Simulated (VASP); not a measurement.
# Sc2TeN2 (I4/mmm) in VASP: single point with PBE

Aim: the single point of Sc2TeN2 with PBE.

All numbers are computed with VASP 6.6.1; they aren't measurements. Logs are shortened: lines on timing, memory, paths and dates and some standing lists are left out, and cuts for length are marked.

### 1 The cell of the first run

It takes space group I4/mmm (No. 139, tetragonal). The conventional cell has a = 3.839 Å, b = 3.839 Å, c = 12.203 Å, α = 90.00°, β = 90.00°, γ = 90.00°. Sc (site symmetry 4mm) has 4 N at 2.24 Å within 3.0 Å. Te (site symmetry 4/mmm) has 10 Sc at 3.32 to 4.20 Å and 8 N at 3.60 Å and 4 Te at 3.84 Å within 4.4 Å. Within 3.0 Å of N (site symmetry -4m2) lie 4 Sc at 2.24 Å and 4 N at 2.71 Å.

### 2 Single point, PBE

The input, POSCAR:

```
Sc2TeN2
1.0
    0.0000000000      3.8387440000      0.0000000000
    3.8387440000      0.0000000000      0.0000000000
    1.9193720000      1.9193720000     -6.1014450000
Sc Te N
2 1 2
Direct
    0.3440000000      0.3440000000      0.3120000000
    0.6560000000      0.6560000000      0.6880000000
    0.0000000000      0.0000000000      0.0000000000
    0.2500000000      0.7500000000      0.5000000000
    0.7500000000      0.2500000000      0.5000000000
```

The input, INCAR.step1:

```
ALGO = Normal ; EDIFF = 1E-7
ENCUT = 520 ; GGA = PE
ISIF = 2 ; ISMEAR = -1
LASPH = True ; LCHARG = True
LMAXMIX = 4 ; LREAL = False
LWAVE = False ; NBANDS = 27
NELM = 100 ; PREC = Accurate
SIGMA = 0.1
```

The input, KPOINTS.step1:

```
k-points
0
Gamma
  9 9 9
```

The input, INCAR.step2:

```
ALGO = Normal ; EDIFF = 1E-7
ENCUT = 520 ; GGA = PE
ICHARG = 11 ; ISIF = 2
ISMEAR = -5 ; LASPH = True
LCHARG = False ; LMAXMIX = 4
LORBIT = 11 ; LREAL = False
LWAVE = False ; NBANDS = 27
NEDOS = 1001 ; NELM = 100
PREC = Accurate ; SIGMA = 0.1
```

The input, KPOINTS.step2:

```
k-points
0
Gamma
  14 14 14
```

Potentials or basis: VASP PAW PBE potentials, release 64 (Sc_sv, Te, N).

Started as:

```sh
$ cat potpaw_PBE.64/Sc_sv/POTCAR potpaw_PBE.64/Te/POTCAR potpaw_PBE.64/N/POTCAR > POTCAR
$ cp INCAR.step1 INCAR
$ cp KPOINTS.step1 KPOINTS
$ mpirun -np 1 vasp_std > vasp.out
$ cp INCAR.step2 INCAR
$ cp KPOINTS.step2 KPOINTS
$ mpirun -np 1 vasp_std > vasp.out
```

OUTCAR:

```text
EDIFF = 1E-7
   ENCUT = 520
   GGA = PE
   ICHARG = 11
   ISIF = 2
   ISMEAR = -5
   LASPH = True
   LORBIT = 11
   LREAL = False
   NELM = 100
   PREC = Accurate

 ion  position               nearest neighbor table
   1  0.344  0.344  0.312-   4 2.24   5 2.24   4 2.24   5 2.24   3 3.32   3 3.32   3 3.32   3 3.32

   2  0.656  0.656  0.688-   4 2.24   5 2.24   4 2.24   5 2.24   3 3.32   3 3.32   3 3.32   3 3.32

   3  0.000  0.000  0.000-   2 3.32   2 3.32   2 3.32   1 3.32   1 3.32   1 3.32   2 3.32   1 3.32

   4  0.250  0.750  0.500-   1 2.24   1 2.24   2 2.24   2 2.24
   5  0.750  0.250  0.500-   1 2.24   1 2.24   2 2.24   2 2.24

  LATTYP: Found a body centered tetragonal cell.
 ALAT       =     3.8387440000
 C/A-ratio  =     3.1788756948

  Lattice vectors:

 A1 = (  -1.9193720000,   1.9193720000,   6.1014450000)
 A2 = (   1.9193720000,  -1.9193720000,   6.1014450000)
 A3 = (   1.9193720000,   1.9193720000,  -6.1014450000)

Analysis of symmetry for initial positions (statically):
=====================================================================
 Subroutine PRICEL returns:
 Original cell was already a primitive cell.

 Routine SETGRP: Setting up the symmetry group for a
 body centered tetragonal supercell.

 Subroutine GETGRP returns: Found 16 space group operations
 (whereof 16 operations were pure point group operations)
 out of a pool of 16 trial point group operations.

The static configuration has the point symmetry D_4h.

Analysis of symmetry for dynamics (positions and initial velocities):
=====================================================================
 Subroutine PRICEL returns:
 Original cell was already a primitive cell.

 Routine SETGRP: Setting up the symmetry group for a
 body centered tetragonal supercell.

 Subroutine GETGRP returns: Found 16 space group operations
 (whereof 16 operations were pure point group operations)
 out of a pool of 16 trial point group operations.

The dynamic configuration has the point symmetry D_4h.

 Subroutine INISYM returns: Found 16 space group operations
 (whereof 16 operations are pure point group operations),
 and found     1 'primitive' translations

----------------------------------------------------------------------------------------

                                     Primitive cell

  volume of cell :      89.9106

  direct lattice vectors                    reciprocal lattice vectors
     0.000000000  3.838744000  0.000000000     0.000000000  0.260501872  0.081947801
     3.838744000  0.000000000  0.000000000     0.260501872  0.000000000  0.081947801
     1.919372000  1.919372000 -6.101445000     0.000000000  0.000000000 -0.163895602

  length of vectors
     3.838744000  3.838744000  6.677994372     0.273087289  0.273087289  0.163895602

  position of ions in fractional coordinates (direct lattice)
     0.344000000  0.344000000  0.312000000
     0.656000000  0.656000000  0.688000000
     0.000000000  0.000000000  0.000000000
     0.250000000  0.750000000  0.500000000
     0.750000000  0.250000000  0.500000000

  ion indices of the primitive-cell ions
   primitive index   ion index
                 1           1
                 2           2
                 3           3
                 4           4
                 5           5

----------------------------------------------------------------------------------------

 KPOINTS: k-points

Automatic generation of k-mesh.
 Grid dimensions read from file:
 generate k-points for:   14   14   14

 Generating k-lattice:

  Cartesian coordinates                     Fractional coordinates (reciprocal lattice)
     0.000000000  0.018607277  0.005853414     0.071428571  0.000000000  0.000000000
     0.018607277  0.000000000  0.005853414     0.000000000  0.071428571  0.000000000
     0.000000000  0.000000000 -0.011706829     0.000000000  0.000000000  0.071428571

  Length of vectors
     0.019506235  0.019506235  0.011706829

  Shift w.r.t. Gamma in fractional coordinates (k-lattice)
     0.000000000  0.000000000  0.000000000

 TETIRR: Found   7833 inequivalent tetrahedra from    16464

 Subroutine IBZKPT returns following result:
 ===========================================

 Found    244 irreducible k-points:

 Following reciprocal coordinates:
            Coordinates               Weight
  0.000000  0.000000  0.000000      1.000000
  0.071429  0.000000 -0.000000      8.000000
  0.142857  0.000000  0.000000      8.000000
  0.214286  0.000000 -0.000000      8.000000
  0.285714  0.000000 -0.000000      8.000000
  0.357143  0.000000 -0.000000      8.000000
[... 16 lines left out ...]
  0.214286  0.142857 -0.000000     16.000000
  0.285714  0.142857 -0.000000     16.000000
 [... further k-points ...]
   k-points           NKPTS =    244   k-points in BZ     NKDIM =    244   number of bands    NBANDS=     27
   number of dos      NEDOS =   1001   number of ions     NIONS =      5
   total plane-waves  NPLWV =  45000
   dimension x,y,z NGX =    30 NGY =   30 NGZ =   50
   dimension x,y,z NGXF=    60 NGYF=   60 NGZF=  100
   ions per type =               2   1   2
   NGX,Y,Z   is equivalent  to a cutoff of  12.99, 12.99, 12.45 a.u.
   NGXF,Y,Z  is equivalent  to a cutoff of  25.98, 25.98, 24.89 a.u.
 SYSTEM =  unknown system
   PREC   = accura    normal or accurate (medium, high low for compatibility)
   ISTART =      0    job   : 0-new  1-cont  2-samecut
   ICHARG =     11    charge: 1-file 2-atom 10-const
   ISPIN  =      1    spin polarized calculation?
   LNONCOLLINEAR =      F non collinear calculations
   LSORBIT =      F    spin-orbit coupling
   LASPH  =      T    aspherical Exc in radial PAW
   ENCUT  =  520.0 eV  38.22 Ry    6.18 a.u.   7.14  7.14 12.42*2*pi/ulx,y,z
   NELM   =    100;   NELMIN=  2; NELMDL=  0     # of ELM steps
   EDIFF  = 0.1E-06   stopping-criterion for ELM
   LREAL  =      F    real-space projection
   EDIFFG = 0.1E-05   stopping-criterion for IOM
   NSW    =      0    number of steps for IOM
   IBRION =     -1    ionic relax: 0-MD 1-quasi-New 2-CG
   NFREE  =      0    steps in history (QN), initial steepest desc. (CG)
   ISIF   =      2    stress and relaxation
   ISYM   =      2    0-nonsym 1-usesym 2-fastsym
   POTIM  = 0.5000    time-step for ionic-motion
   TEBEG  =    0.0;   TEEND  =   0.0 temperature during run
   PSTRESS=    0.0 pullay stress
   NELECT =      38.0000    total number of electrons
   NUPDOWN=      -1.0000    fix difference up-down
   EMIN   =  10.00;   EMAX   =-10.00  energy-range for DOS
   EFERMI =   0.00;   METHOD = LEGACY
   ISMEAR =    -5;   SIGMA  =   0.10  broadening in eV -4-tet -1-fermi 0-gaus
   EFERMI_NEDOS =   21; number of points for ismear=-14 and -15
   IALGO  =     38    algorithm
   IMIX   =      4    mixing-type and parameters
     AMIX     =   0.40;   BMIX     =  1.00
     AMIX_MAG =   1.60;   BMIX_MAG =  1.00
  volume/ion in A,a.u.               =      17.98       121.35
  Fermi-wavevector in a.u.,A,eV,Ry     =   1.228568  2.321656 20.536336  1.509378
  Thomas-Fermi vector in A             =   2.363488
   LORBIT       =     11    0 simple, 1 ext, 2 COOP (PROOUT), +10 PAW based schemes
   GGA     = PE    functional components
   LHFCALC =     F    Hartree Fock is set to
   AEXX    =    0.0000 exact exchange contribution
   IVDW    =     0    specifies the selected vdW correction
   LEPSILON=     F    determine dielectric tensor
   LRPA    =     F    only Hartree local field effects (RPA)
 non-spin polarized calculation
 Fermi weights with tetrahedron method with Bloechl corrections
  energy-cutoff  :      520.00
  volume of cell :       89.91
 maximum number of plane-waves:      2445
 NGX is ok and might be reduce to    30

 number of electron      38.0000000 magnetization

 Free energy of the ion-electron system (eV)
  ---------------------------------------------------
  ext. energy  EPLUGINS =         0.00000000
  ---------------------------------------------------
  free energy    TOTEN  =       -36.22693543 eV

  energy without entropy =      -36.22693543  energy(sigma->0) =      -36.22693543

 E-fermi :   4.4634     XC(G=0): -10.2674

 val. band max:        4.5166034145   @ k =  -0.2857   0.0000   0.2143
 cond. band min:       4.4184536535   @ k =  -0.0714  -0.3571   0.1429
 fundamental gap:     -0.0981497610
 Fermi energy:         4.4633983715

 k-point     1 :       0.0000    0.0000    0.0000
  band No.  band energies     occupation
      1     -44.3486      2.00000
      2     -44.3304      2.00000
      3     -23.1314      2.00000
      4     -22.9932      2.00000
      5     -22.9221      2.00000
      6     -22.9221      2.00000
[... 19 lines left out ...]
     26       8.9728      0.00000
     27       9.0156      0.00000

 k-point     2 :       0.0714    0.0000   -0.0000
  band No.  band energies     occupation
      1     -44.3483      2.00000
      2     -44.3304      2.00000
      3     -23.1301      2.00000
      4     -22.9957      2.00000
      5     -22.9236      2.00000
      6     -22.9213      2.00000
[... 19 lines left out ...]
     26       8.9188      0.00000
     27       9.0944      0.00000

 k-point     3 :       0.1429    0.0000    0.0000
  band No.  band energies     occupation
      1     -44.3472      2.00000
      2     -44.3307      2.00000
      3     -23.1263      2.00000
      4     -23.0032      2.00000
      5     -22.9274      2.00000
      6     -22.9189      2.00000
[... 594 lines left out ...]
      1     -44.3440      2.00000
      2     -44.3315      2.00000
      3     -23.1128      2.00000
      4     -23.0192      2.00000
      5     -22.9479      2.00000
      6     -22.9104      2.00000
[... 19 lines left out ...]
     26       8.5106      0.00000
     27       8.8842      0.00000

 k-point    24 :       0.2857    0.1429   -0.0000
  band No.  band energies     occupation
      1     -44.3420      2.00000
      2     -44.3321      2.00000
      3     -23.1048      2.00000
      4     -23.0321      2.00000
      5     -22.9534      2.00000
      6     -22.9187      2.00000
[... 19 lines left out ...]
     26       8.4867      0.00000
     27       8.9127      0.00000

 [... further k-points ...]

------------------------ aborting loop because EDIFF is reached ----------------------------------------

  FORCE on cell =-STRESS in cart. coord.  units (eV):
  Direction    XX          YY          ZZ          XY          YZ          ZX
  --------------------------------------------------------------------------------------
  -------------------------------------------------------------------------------------
  Total       -6.8474377     -6.8474377     -2.0604644      0.0000000     -0.0000000      0.0000000
  in kB     -122.0190577   -122.0190577    -36.7167886      0.0000000     -0.0000000      0.0000000
  external PRESSURE =     -93.5849680 kB  Pullay stress =       0.0000000 kB

 VOLUME and BASIS-vectors are now :
 -----------------------------------------------------------------------------
  energy-cutoff  :      520.00
  volume of cell :       89.91
      direct lattice vectors                 reciprocal lattice vectors
     0.000000000  3.838744000  0.000000000     0.000000000  0.260501872  0.081947801
     3.838744000  0.000000000  0.000000000     0.260501872  0.000000000  0.081947801
     1.919372000  1.919372000 -6.101445000     0.000000000  0.000000000 -0.163895602

 POSITION                                       TOTAL-FORCE (eV/Angst)
 -----------------------------------------------------------------------------------
      1.91937      1.91937     -1.90365         0.000000      0.000000     -2.019443
      3.83874      3.83874     -4.19779        -0.000000     -0.000000      2.019443
      0.00000      0.00000      0.00000         0.000000     -0.000000      0.000000
      3.83874      1.91937     -3.05072        -0.000000     -0.000000      0.000000
      1.91937      3.83874     -3.05072        -0.000000      0.000000      0.000000
 -----------------------------------------------------------------------------------
    total drift:                                0.000000      0.000000     -0.000000

  FREE ENERGIE OF THE ION-ELECTRON SYSTEM (eV)
  ---------------------------------------------------
  free  energy   TOTEN  =       -36.2269354290 eV

  energy  without entropy=      -36.2269354290  energy(sigma->0) =      -36.22693543

 total charge

# of ion       s       p       d       tot
------------------------------------------
    1        2.188   6.134   1.028   9.350
    2        2.188   6.134   1.028   9.350
    3        1.374   1.996   0.017   3.387
    4        1.288   2.286   0.000   3.575
    5        1.288   2.286   0.000   3.575
--------------------------------------------------
tot          8.327  18.836   2.072  29.236
```

Wall time 5.6 min (1 thread of Intel Xeon 6975P-C (Granite Rapids), shared host); peak memory 0.61 GiB.

Results:

```yaml
Valence_electrons_inside_the_program's_atomic_spheres: Sc 9.35; Te 3.39; N 3.58
```

Levels at points of the mesh, in eV from the Fermi level:
| k point | band 17 | band 18 | band 19 | band 20 | band 21 | band 22 |
| --- | --- | --- | --- | --- | --- | --- |
| (0.00, 0.00, 0.00) | -0.76 | 0.26 | 0.71 | 0.71 | 1.90 | 2.97 |
| (0.50, 0.00, 0.00) | -1.19 | -1.06 | -0.65 | 0.37 | 2.98 | 3.07 |
| (0.50, 0.50, 0.00) | -0.65 | -0.51 | 0.14 | 0.15 | 1.02 | 2.51 |
| (0.00, 0.00, 0.50) | -0.38 | -0.38 | 0.13 | 0.13 | 1.94 | 3.02 |

Caveat: spin-orbit coupling is left out, which moves the levels of the heavy elements.
